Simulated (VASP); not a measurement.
## HfSBr: single point with r2SCAN

The system is HfSBr.

```xyz
6
Lattice="3.8695 0.0000 0.0000 0.0000 3.8695 0.0000 0.0000 0.0000 8.5107" Properties=species:S:1:pos:R:3 pbc="T T T"
Br    0.0000    0.0000    0.0000
Br    1.9347    1.9347    0.0000
Hf    0.0000    1.9347    2.3404
Hf    1.9347    0.0000    6.1702
S     0.0000    1.9347    5.2511
S     1.9347    0.0000    3.2596
```

```json
{
 "Program": "VASP 6.6.1",
 "Task": "single point",
 "Functional": "r2SCAN",
 "Potentials or basis": "VASP PAW PBE potentials, release 64 (Br, Hf_pv, S)",
 "Cutoff": "520 eV",
 "k mesh": "5 × 5 × 2",
 "Occupations": "fermi-dirac, width 0.1 eV",
 "Spin": "no spin polarisation",
 "Dipole correction": "no",
 "Further INCAR settings": "ALGO = Normal; EDIFF = 1e-06; NBANDS = 32"
}
```

The pressure is -2.7 GPa. The largest force is 0.879 eV/Å. The band gap on the k mesh is zero (bands 23 and 24 overlap by 0.79 eV).

Forces in eV/Å, atoms in the order of the input:
```
Br   0.000  0.000  0.000
Br   0.000  0.000  0.000
Hf   0.000  0.000  0.879
Hf   0.000  0.000 -0.879
S    0.000  0.000  0.625
S    0.000  0.000 -0.625
```

Stress tensor (GPa, compression positive):
```
  5.46   0.00   0.00
  0.00   5.46   0.00
  0.00   0.00 -18.97
```

Levels at points of the mesh, in eV from the Fermi level:
| k point | band 21 | band 22 | band 23 | band 24 | band 25 | band 26 |
| --- | --- | --- | --- | --- | --- | --- |
| (0.00, 0.00, 0.00) | -1.90 | -1.26 | -1.26 | -0.25 | -0.19 | 0.36 |
| (0.00, 0.00, 0.50) | -1.58 | -1.22 | -1.22 | -0.59 | 0.33 | 0.62 |

It took 100 s on 1 thread of Intel(R) Xeon(R) 6975P-C (Granite Rapids), with other jobs on the host, peak memory 0.26 GiB.

Caveat: the k points lie up to 0.37 Å⁻¹ apart, too coarse for converged energies and pressures of a metal; the PAW data sets were made with another functional, which shifts forces and pressure a little; spin-orbit coupling is left out, which moves the levels of the heavy elements.
